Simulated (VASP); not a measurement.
# Sc (P6_3/mmc) in VASP: further runs

Runs on Sc. Level: PBE. Tasks: single point.

Program: VASP 6.6.1. These are calculated values, not measurements. Logs are shortened: lines on timing, memory, paths and dates and some standing lists are left out, and cuts for length are marked.

### Step 1. The cell of the first run

Symmetry: P6_3/mmc, No. 194, hexagonal system. Conventional cell: a = 3.309 Å, b = 3.309 Å, c = 5.347 Å, α = 90.00°, β = 90.00°, γ = 120.00°. Sc (site symmetry -6m2) has 12 Sc at 3.29 to 3.31 Å within 4.3 Å.

### Step 2. Single point, PBE (strain +0.0150 x Voigt [0, 0, 1, 0, 0, 0])

The input, INCAR:

```
SYSTEM = Sc
  PREC = Accurate
  ENCUT = 520
  EDIFF = 1E-6
  ISMEAR = 0
  SIGMA = 0.15
  LREAL = .False.
  LASPH = .True.
  NELM = 60
  ALGO = Fast
  ISIF = 2
  LWAVE = .False.
  LCHARG = .False.
  GGA = PE
  NBANDS = 18
```

The input, KPOINTS:

```
regular mesh
0
Gamma
  18 18 10
  0 0 0
```

The input, POSCAR:

```
Sc
1.0
    3.3087978973      0.0000000000      0.0000000000
   -1.6543989486      2.8655030350      0.0000000000
    0.0000000000      0.0000000000      5.3470200000
Sc
2
Direct
    0.3333333333      0.6666666667      0.2500000000
    0.6666666667      0.3333333333      0.7500000000
```

Potentials or basis: VASP PAW PBE potentials, release 64 (Sc_sv).

Launch:

```console
cat potpaw_PBE.64/Sc_sv/POTCAR > POTCAR
mpirun -np 1 vasp_std > vasp.out
```

OUTCAR:

```text
SYSTEM = Sc
   PREC = Accurate
   ENCUT = 520
   EDIFF = 1E-6
   ISMEAR = 0
   LREAL = .False.
   LASPH = .True.
   NELM = 60
   ISIF = 2
   GGA = PE

 ion  position               nearest neighbor table
   1  0.333  0.667  0.250-   2 3.29   2 3.29   2 3.29   2 3.29   2 3.29   2 3.29
   2  0.667  0.333  0.750-   1 3.29   1 3.29   1 3.29   1 3.29   1 3.29   1 3.29

  LATTYP: Found a hexagonal cell.
 ALAT       =     3.3087978973
 C/A-ratio  =     1.6160007852

  Lattice vectors:

 A1 = (   3.3087978973,   0.0000000000,   0.0000000000)
 A2 = (  -1.6543989486,   2.8655030350,   0.0000000000)
 A3 = (   0.0000000000,   0.0000000000,   5.3470200000)

Analysis of symmetry for initial positions (statically):
=====================================================================
 Subroutine PRICEL returns:
 Original cell was already a primitive cell.

 Routine SETGRP: Setting up the symmetry group for a
 hexagonal supercell.

 Subroutine GETGRP returns: Found 24 space group operations
 (whereof 12 operations were pure point group operations)
 out of a pool of 24 trial point group operations.

The static configuration has the point symmetry D_3d.
 The point group associated with its full space group is D_6h.

Analysis of symmetry for dynamics (positions and initial velocities):
=====================================================================
 Subroutine PRICEL returns:
 Original cell was already a primitive cell.

 Routine SETGRP: Setting up the symmetry group for a
 hexagonal supercell.

 Subroutine GETGRP returns: Found 24 space group operations
 (whereof 12 operations were pure point group operations)
 out of a pool of 24 trial point group operations.

The dynamic configuration has the point symmetry D_3d.
 The point group associated with its full space group is D_6h.

 Subroutine INISYM returns: Found 24 space group operations
 (whereof 12 operations are pure point group operations),
 and found     1 'primitive' translations

----------------------------------------------------------------------------------------

                                     Primitive cell

  volume of cell :      50.6971

  direct lattice vectors                    reciprocal lattice vectors
     3.308797897  0.000000000  0.000000000     0.302224563  0.174489433  0.000000000
    -1.654398949  2.865503035  0.000000000     0.000000000  0.348978866  0.000000000
     0.000000000  0.000000000  5.347020000     0.000000000  0.000000000  0.187020060

  length of vectors
     3.308797897  3.308797897  5.347020000     0.348978866  0.348978866  0.187020060

  position of ions in fractional coordinates (direct lattice)
     0.333333333  0.666666667  0.250000000
     0.666666667  0.333333333  0.750000000

  ion indices of the primitive-cell ions
   primitive index   ion index
                 1           1
                 2           2

----------------------------------------------------------------------------------------

 KPOINTS: regular mesh

Automatic generation of k-mesh.
 Grid dimensions read from file:
 generate k-points for:   18   18   10

 Generating k-lattice:

  Cartesian coordinates                     Fractional coordinates (reciprocal lattice)
     0.016790254  0.009693857  0.000000000     0.055555556 -0.000000000  0.000000000
     0.000000000  0.019387715  0.000000000     0.000000000  0.055555556  0.000000000
     0.000000000  0.000000000  0.018702006     0.000000000  0.000000000  0.100000000

  Length of vectors
     0.019387715  0.019387715  0.018702006

  Shift w.r.t. Gamma in fractional coordinates (k-lattice)
     0.000000000  0.000000000  0.000000000

 Subroutine IBZKPT returns following result:
 ===========================================

 Found    222 irreducible k-points:

 Following reciprocal coordinates:
            Coordinates               Weight
  0.000000  0.000000  0.000000      1.000000
  0.055556 -0.000000  0.000000      6.000000
  0.111111 -0.000000  0.000000      6.000000
  0.166667  0.000000  0.000000      6.000000
  0.222222 -0.000000  0.000000      6.000000
  0.277778  0.000000  0.000000      6.000000
[... 16 lines left out ...]
  0.333333  0.111111  0.000000     12.000000
  0.388889  0.111111  0.000000     12.000000
 [... further k-points ...]
   k-points           NKPTS =    222   k-points in BZ     NKDIM =    222   number of bands    NBANDS=     18
   number of dos      NEDOS =    301   number of ions     NIONS =      2
   total plane-waves  NPLWV =  31360
   dimension x,y,z NGX =    28 NGY =   28 NGZ =   40
   dimension x,y,z NGXF=    56 NGYF=   56 NGZF=   80
   ions per type =               2
   NGX,Y,Z   is equivalent  to a cutoff of  14.07, 14.07, 12.44 a.u.
   NGXF,Y,Z  is equivalent  to a cutoff of  28.14, 28.14, 24.87 a.u.
 SYSTEM =  Sc
   PREC   = accura    normal or accurate (medium, high low for compatibility)
   ISTART =      0    job   : 0-new  1-cont  2-samecut
   ICHARG =      2    charge: 1-file 2-atom 10-const
   ISPIN  =      1    spin polarized calculation?
   LNONCOLLINEAR =      F non collinear calculations
   LSORBIT =      F    spin-orbit coupling
   LASPH  =      T    aspherical Exc in radial PAW
   ENCUT  =  520.0 eV  38.22 Ry    6.18 a.u.   6.15  6.15  9.94*2*pi/ulx,y,z
   NELM   =     60;   NELMIN=  2; NELMDL= -5     # of ELM steps
   EDIFF  = 0.1E-05   stopping-criterion for ELM
   LREAL  =      F    real-space projection
   EDIFFG = 0.1E-04   stopping-criterion for IOM
   NSW    =      0    number of steps for IOM
   IBRION =     -1    ionic relax: 0-MD 1-quasi-New 2-CG
   NFREE  =      0    steps in history (QN), initial steepest desc. (CG)
   ISIF   =      2    stress and relaxation
   ISYM   =      2    0-nonsym 1-usesym 2-fastsym
   POTIM  = 0.5000    time-step for ionic-motion
   TEBEG  =    0.0;   TEEND  =   0.0 temperature during run
   PSTRESS=    0.0 pullay stress
   NELECT =      22.0000    total number of electrons
   NUPDOWN=      -1.0000    fix difference up-down
   EMIN   =  10.00;   EMAX   =-10.00  energy-range for DOS
   EFERMI =   0.00;   METHOD = LEGACY
   ISMEAR =     0;   SIGMA  =   0.15  broadening in eV -4-tet -1-fermi 0-gaus
   EFERMI_NEDOS =   21; number of points for ismear=-14 and -15
   IALGO  =     68    algorithm
   IMIX   =      4    mixing-type and parameters
     AMIX     =   0.40;   BMIX     =  1.00
     AMIX_MAG =   1.60;   BMIX_MAG =  1.00
  volume/ion in A,a.u.               =      25.35       171.06
  Fermi-wavevector in a.u.,A,eV,Ry     =   1.239428  2.342180 20.901033  1.536183
  Thomas-Fermi vector in A             =   2.373912
   LORBIT       =      0    0 simple, 1 ext, 2 COOP (PROOUT), +10 PAW based schemes
   GGA     = PE    functional components
   LHFCALC =     F    Hartree Fock is set to
   AEXX    =    0.0000 exact exchange contribution
   IVDW    =     0    specifies the selected vdW correction
   LEPSILON=     F    determine dielectric tensor
   LRPA    =     F    only Hartree local field effects (RPA)
 non-spin polarized calculation
 RMM-DIIS sequential band-by-band and
 Gauss-broadening in eV      SIGMA  =   0.15
  energy-cutoff  :      520.00
  volume of cell :       50.70
 maximum number of plane-waves:      1387
 NGX is ok and might be reduce to    28
   NGX = 13   NGY = 13   NGZ = 19

 number of electron      22.0000004 magnetization

 Free energy of the ion-electron system (eV)
  ---------------------------------------------------
  ext. energy  EPLUGINS =         0.00000000
  ---------------------------------------------------
  free energy    TOTEN  =       -12.50643288 eV

  energy without entropy =      -12.45570963  energy(sigma->0) =      -12.48107125

 E-fermi :   3.5234     XC(G=0):  -9.7668

 val. band max:        3.5220954413   @ k =   0.2778   0.2222   0.3000
 cond. band min:       3.5240214358   @ k =   0.4444   0.1111   0.4000
 fundamental gap:      0.0019259946
 Fermi energy:         3.5234024935

 k-point     1 :       0.0000    0.0000    0.0000
  band No.  band energies     occupation
      1     -45.9745      2.00000
      2     -45.9201      2.00000
      3     -24.7625      2.00000
      4     -24.4559      2.00000
      5     -24.4559      2.00000
      6     -24.4059      2.00000
[... 10 lines left out ...]
     17       5.9012      0.00000
     18       5.9016      0.00000

 k-point     2 :       0.0556   -0.0000    0.0000
  band No.  band energies     occupation
      1     -45.9731      2.00000
      2     -45.9195      2.00000
      3     -24.7589      2.00000
      4     -24.4637      2.00000
      5     -24.4584      2.00000
      6     -24.4141      2.00000
[... 10 lines left out ...]
     17       5.8407      0.00000
     18       5.8617      0.00000

 k-point     3 :       0.1111   -0.0000    0.0000
  band No.  band energies     occupation
      1     -45.9691      2.00000
      2     -45.9177      2.00000
      3     -24.7483      2.00000
      4     -24.4865      2.00000
      5     -24.4657      2.00000
      6     -24.4376      2.00000
[... 10 lines left out ...]
     17       5.6950      0.00000
     18       5.7514      0.00000

 k-point     4 :       0.1667    0.0000    0.0000
  band No.  band energies     occupation
      1     -45.9630      2.00000
      2     -45.9151      2.00000
      3     -24.7315      2.00000
      4     -24.5216      2.00000
      5     -24.4766      2.00000
      6     -24.4731      2.00000
[... 375 lines left out ...]
      4     -24.6489      2.00000
      5     -24.6090      2.00000
      6     -24.5233      2.00000
[... 10 lines left out ...]
     17       6.7272      0.00000
     18       7.0441      0.00000

 k-point    23 :       0.3333    0.1111    0.0000
  band No.  band energies     occupation
      1     -45.9285      2.00000
      2     -45.9054      2.00000
      3     -24.6835      2.00000
      4     -24.6328      2.00000
      5     -24.6232      2.00000
      6     -24.5385      2.00000
[... 10 lines left out ...]
     17       7.0656      0.00000
     18       7.2716      0.00000

 k-point    24 :       0.3889    0.1111    0.0000
  band No.  band energies     occupation
      1     -45.9231      2.00000
      2     -45.9053      2.00000
      3     -24.7050      2.00000
      4     -24.6484      2.00000
      5     -24.6025      2.00000
      6     -24.5483      2.00000
[... 10 lines left out ...]
     17       7.1924      0.00000
     18       7.3068      0.00000

 [... further k-points ...]
[... 5 lines left out ...]
  --------------------------------------------------------------------------------------
  -------------------------------------------------------------------------------------
  Total       -0.1452249     -0.1452249     -0.9280666     -0.0000000      0.0000000     -0.0000000
  in kB       -4.5895353     -4.5895353    -29.3296440     -0.0000000      0.0000000     -0.0000000
  external PRESSURE =     -12.8362382 kB  Pullay stress =       0.0000000 kB

 VOLUME and BASIS-vectors are now :
 -----------------------------------------------------------------------------
  energy-cutoff  :      520.00
  volume of cell :       50.70
      direct lattice vectors                 reciprocal lattice vectors
     3.308797897  0.000000000  0.000000000     0.302224563  0.174489433  0.000000000
    -1.654398949  2.865503035  0.000000000     0.000000000  0.348978866  0.000000000
     0.000000000  0.000000000  5.347020000     0.000000000  0.000000000  0.187020060

 POSITION                                       TOTAL-FORCE (eV/Angst)
 -----------------------------------------------------------------------------------
     -0.00000      1.91034      1.33675         0.000000      0.000000      0.000000
      1.65440      0.95517      4.01026        -0.000000     -0.000000      0.000000
 -----------------------------------------------------------------------------------
    total drift:                                0.000000     -0.000000      0.000000

  FREE ENERGIE OF THE ION-ELECTRON SYSTEM (eV)
  ---------------------------------------------------
  free  energy   TOTEN  =       -12.5064328756 eV

  energy  without entropy=      -12.4557096252  energy(sigma->0) =      -12.48107125
```

Wall time 2.2 min (1 thread of AMD EPYC 9R45 (Zen 5), shared host); peak memory 0.26 GiB.

Results:

| Property | Result |
| --- | --- |
| Free energy | -12.5064 eV |
| Pressure | -1.3 GPa |
| Band gap on the k mesh | zero (band 11 reaches 4.35 eV, above the bottom of band 12 at 3.09 eV) |

Levels at points of the mesh, in eV from the Fermi level:
```csv
k point,band 9,band 10,band 11,band 12,band 13,band 14
"(0.00, 0.00, 0.00)",-5.08,-1.67,0.30,1.58,1.58,1.61
"(0.50, 0.00, 0.00)",-1.56,-1.02,-0.68,-0.27,1.14,1.44
"(0.00, 0.00, 0.50)",-3.64,-3.64,0.82,0.82,1.54,1.54
"(0.50, 0.00, 0.50)",-1.44,-1.44,0.03,0.03,1.21,1.21
```

Caveat: the cell differs from its parent crystal (strain +0.0150 x Voigt [0, 0, 1, 0, 0, 0]).

### Step 3. Single point, PBE (strain +0.0200 x Voigt [0, 0, 1, 0, 0, 0])

The input, INCAR:

```
SYSTEM = Sc
  PREC = Accurate
  ENCUT = 520
  EDIFF = 1E-6
  ISMEAR = 0
  SIGMA = 0.15
  LREAL = .FALSE.
  LASPH = .TRUE.
  NELM = 80
  ALGO = Fast
  ISIF = 2
  LWAVE = .FALSE.
  LCHARG = .TRUE.
  GGA = PE
  LELF = .TRUE.
  LVHAR = .TRUE.
  NBANDS = 18
```

The input, KPOINTS:

```
regular mesh
0
G
  18 18 10
  0 0 0
```

Edit POSCAR of step 2 so:

```diff
@@ -4,3 +4,3 @@
    -1.6543989486      2.8655030350      0.0000000000
-    0.0000000000      0.0000000000      5.3470200000
+    0.0000000000      0.0000000000      5.3733600000
 Sc
```

Potentials or basis: VASP PAW PBE potentials, release 64 (Sc_sv).

Launch:

```console
cat potpaw_PBE.64/Sc_sv/POTCAR > POTCAR
mpirun -np 1 vasp_std > vasp.out
```

It took 2.6 min on 1 thread of AMD EPYC 9R45 (Zen 5), shared host; peak memory 0.26 GiB.

The run converged. Its results:

| Item | Value |
| --- | --- |
| Free energy | -12.5016 eV |
| Pressure | -1.5 GPa |
| Band gap on the k mesh | zero (band 11 reaches 4.30 eV, above the bottom of band 12 at 3.07 eV) |

Stress tensor (GPa, compression positive):
```
-0.59  0.00  0.00
 0.00 -0.59  0.00
 0.00  0.00 -3.35
```

Levels at points of the mesh, in eV from the Fermi level:
```tsv
k point	band 8	band 9	band 10	band 11	band 12	band 13	band 14	band 15
(0.00, 0.00, 0.00)	-27.94	-5.07	-1.68	0.26	1.58	1.58	1.58	1.95
(0.50, 0.00, 0.00)	-27.99	-1.55	-1.01	-0.68	-0.26	1.12	1.45	1.65
(0.00, 0.00, 0.50)	-27.97	-3.65	-3.65	0.80	0.80	1.54	1.54	1.54
(0.50, 0.00, 0.50)	-28.03	-1.43	-1.43	0.02	0.02	1.20	1.20	2.38
```

Caveat: the cell differs from its parent crystal (strain +0.0200 x Voigt [0, 0, 1, 0, 0, 0]).

### Step 4. Single point, PBE (strain +0.0175 x Voigt [0, 0, 1, 0, 0, 0])

The input, INCAR:

```
SYSTEM = Sc
ALGO = Fast
EDIFF = 1E-6
ENCUT = 520
GGA = PE
ISIF = 2
ISMEAR = 0
LASPH = .TRUE.
LCHARG = .TRUE.
LELF = .TRUE.
LREAL = .FALSE.
LVHAR = .TRUE.
LWAVE = .FALSE.
NBANDS = 18
NELM = 80
PREC = Accurate
SIGMA = 0.15
```

The input, KPOINTS:

```
k-points
0
G
  18 18 10
  0 0 0
```

Edit POSCAR of step 3 so:

```diff
@@ -4,3 +4,3 @@
    -1.6543989486      2.8655030350      0.0000000000
-    0.0000000000      0.0000000000      5.3733600000
+    0.0000000000      0.0000000000      5.3601900000
 Sc
```

Launch:

```console
cat potpaw_PBE.64/Sc_sv/POTCAR > POTCAR
mpirun -np 1 vasp_std > vasp.out
```

Wall time 2.6 min (1 thread of AMD EPYC 9R45 (Zen 5), shared host); peak memory 0.27 GiB.

Results (log left out):

- Free energy: -12.5041 eV
- Pressure: -1.4 GPa
- Band gap on the k mesh: zero (band 11 reaches 4.32 eV, above the bottom of band 12 at 3.08 eV)

Stress tensor (GPa, compression positive):
```
-0.53  0.00  0.00
 0.00 -0.53  0.00
 0.00  0.00 -3.14
```

Levels at points of the mesh, in eV from the Fermi level:
```
           k point  band 8  band 9  band 10  band 11  band 12  band 13  band 14  band 15
(0.00, 0.00, 0.00)  -27.93   -5.08    -1.67     0.28     1.58     1.58     1.59     1.96
(0.50, 0.00, 0.00)  -27.98   -1.56    -1.01    -0.68    -0.26     1.13     1.45     1.66
(0.00, 0.00, 0.50)  -27.96   -3.65    -3.65     0.81     0.81     1.54     1.54     1.54
(0.50, 0.00, 0.50)  -28.02   -1.43    -1.43     0.02     0.02     1.20     1.20     2.38
```

Caveat: the cell differs from its parent crystal (strain +0.0175 x Voigt [0, 0, 1, 0, 0, 0]).

### Step 5. Overview

```csv
cell,gap on the mesh (eV),pressure (GPa)
"a = 3.309, b = 3.309, c = 5.347 Å, angles 90.0, 90.0, 120.0°, 2 atoms",none,-1.3
"a = 3.309, b = 3.309, c = 5.373 Å, angles 90.0, 90.0, 120.0°, 2 atoms",none,-1.5
"a = 3.309, b = 3.309, c = 5.360 Å, angles 90.0, 90.0, 120.0°, 2 atoms",none,-1.4
```

Alike in all rows: task single point; level PBE; potentials or basis VASP PAW PBE potentials, release 64 (Sc_sv); no spin polarisation; k mesh 18 × 18 × 10; cutoff (eV) 520; smearing gaussian 0.15 eV.

Total energies depend on the potentials used, so only differences within one code and one set of settings carry meaning.
